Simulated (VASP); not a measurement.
A run of VASP 6.6.1 is set up as follows.

The input INCAR:

```
SYSTEM = AgCl
ALGO = Normal
EDIFF = 1E-6
ENCUT = 520
GGA = PS
ISIF = 2
ISMEAR = -1
LASPH = .True.
LCHARG = .True.
LELF = .True.
LREAL = .False.
LVHAR = .True.
LWAVE = .False.
NBANDS = 16
NELM = 80
PREC = Accurate
SIGMA = 0.01
```

KPOINTS

```
k-points
0
Gamma
  9 9 9
  0 0 0
```

File POSCAR:

```
AgCl
1.0
    0.0000000000      2.7356704056      2.7356704056
    2.7356704056      0.0000000000      2.7356704056
    2.7356704056      2.7356704056      0.0000000000
Ag Cl
1 1
Direct
    0.5000000000      0.5000000000      0.5000000000
    0.0000000000      0.0000000000      0.0000000000
```

Potentials or basis: VASP PAW PBE potentials, release 64 (Ag, Cl).

Run with:

```console
$ cat potpaw_PBE.64/Ag/POTCAR potpaw_PBE.64/Cl/POTCAR > POTCAR
$ mpirun -np 1 vasp_std > vasp.out
```

Question: What does it give for the band gap on the k mesh?

Answer: 0.77 eV, indirect (least direct gap 3.14 eV).

Question: Estimate the pressure.

Answer: -0.8 GPa.

Caveat: the PAW data sets were made with another functional, which shifts forces and pressure a little. A k mesh can miss the band edges.
